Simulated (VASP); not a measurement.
Set up this calculation in VASP 6.6.1, as the native input.

* Task: single point
* Functional: PBE
* Potentials or basis: VASP PAW PBE potentials, release 64 (Ag, Cl)
* Cutoff: 520 eV
* k mesh: 6 × 6 × 6
* Occupations: gaussian, width 0.1 eV
* Spin: no spin polarisation
* Dipole correction: no
* Further INCAR settings: ALGO = Normal; EDIFF = 1e-07; NBANDS = 26

The structure of AgCl lies in POSCAR:

```
AgCl
1.0
    0.0000000000      2.8055689746      2.8055689746
    2.8055689746      2.8055689746      0.0000000000
   -2.8055689746      5.6111379493     -2.8055689746
Ag Cl
2 2
Direct
    0.0000000000      0.0000000000      1.0000000000
    0.5000000000      0.5000000000      0.5000000000
    0.7500000000      0.7500000000      0.7500000000
    0.2500000000      0.2500000000      0.2500000000
```

The input as run:

INCAR

```
  PREC = Accurate
  ENCUT = 520
  EDIFF = 1E-7
  ISMEAR = 0
  SIGMA = 0.1
  LREAL = False
  LASPH = True
  NELM = 60
  ALGO = Normal
  ISIF = 2
  LWAVE = False
  LCHARG = True
  GGA = PE
  LELF = True
  LVHAR = True
  NBANDS = 26
```

KPOINTS

```
regular mesh
0
Gamma
  6 6 6
```

Potentials or basis: VASP PAW PBE potentials, release 64 (Ag, Cl).

Command:

```console
$ cat potpaw_PBE.64/Ag/POTCAR potpaw_PBE.64/Cl/POTCAR > POTCAR
$ mpirun -np 1 vasp_std > vasp.out
```

It gave:

```
Pressure               : -0.1 GPa
Band gap on the k mesh : 0.92 eV
```

It took 53 s on 1 thread of Intel(R) Xeon(R) Platinum 8488C (Sapphire Rapids), on a shared host, peak memory 0.24 GiB.
